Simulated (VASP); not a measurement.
A run of VASP 6.6.1:

Contents of POSCAR:

```
Si
1.0
    3.7169511069      0.0000000000      0.0000000000
   -1.8584755534      3.2189740832      0.0000000000
    0.0000000000      0.0000000000      6.4093889234
Si
4
Direct
    0.3333333333      0.6666666667      0.0658881690
    0.6666666667      0.3333333333      0.5658881690
    0.3333333333      0.6666666667      0.4341118310
    0.6666666667      0.3333333333      0.9341118310
```

The input INCAR.step1:

```
SYSTEM = Si
PREC     = Accurate       ! precision mode
ENCUT    = 520            ! plane-wave cutoff, eV
ISMEAR   = 0              ! smearing method
SIGMA    = 0.02           ! smearing width, eV
LREAL    = .False.        ! projectors in reciprocal space
LASPH    = .True.         ! aspherical terms in the spheres
NELM     = 100            ! most SCF steps
NBANDS   = 16             ! bands
GGA      = PE             ! functional
ALGO     = Normal         ! electronic algorithm
EDIFF    = 1E-4           ! SCF threshold, eV
LWAVE    = .True.         ! write WAVECAR
LCHARG   = .False.        ! write CHGCAR
```

The input INCAR.step2:

```
SYSTEM = Si
PREC     = Accurate       ! precision mode
ENCUT    = 520            ! plane-wave cutoff, eV
EDIFF    = 1E-6           ! SCF threshold, eV
ISMEAR   = 0              ! smearing method
SIGMA    = 0.02           ! smearing width, eV
LREAL    = .False.        ! projectors in reciprocal space
LASPH    = .True.         ! aspherical terms in the spheres
NELM     = 100            ! most SCF steps
ALGO     = Normal         ! electronic algorithm
ISIF     = 2              ! what is computed and relaxed
LWAVE    = .False.        ! write WAVECAR
LCHARG   = .False.        ! write CHGCAR
METAGGA  = R2SCAN         ! meta-GGA
LMIXTAU  = .True.       
NBANDS   = 16             ! bands
ISTART   = 1
```

Contents of KPOINTS:

```
Automatic mesh
0
Gamma
  12 12 4
  0 0 0
```

Potentials or basis: VASP PAW PBE potentials, release 64 (Si).

Run with:

```console
$ cat potpaw_PBE.64/Si/POTCAR > POTCAR
$ cp INCAR.step1 INCAR
$ mpirun -np 1 vasp_std > vasp.out
$ cp INCAR.step2 INCAR
$ mpirun -np 1 vasp_std > vasp.out
```

Hardware: 1 thread of Intel(R) Xeon(R) Platinum 8259CL CPU @ 2.50GHz (Skylake/Cascade Lake), on a shared host.

**Question.** Estimate the wall time of this run.

**Answer.** It took 2.8 min on 1 thread of Intel(R) Xeon(R) Platinum 8259CL CPU @ 2.50GHz (Skylake/Cascade Lake), with other jobs on the host, peak memory 0.21 GiB. Counts: k points 57.
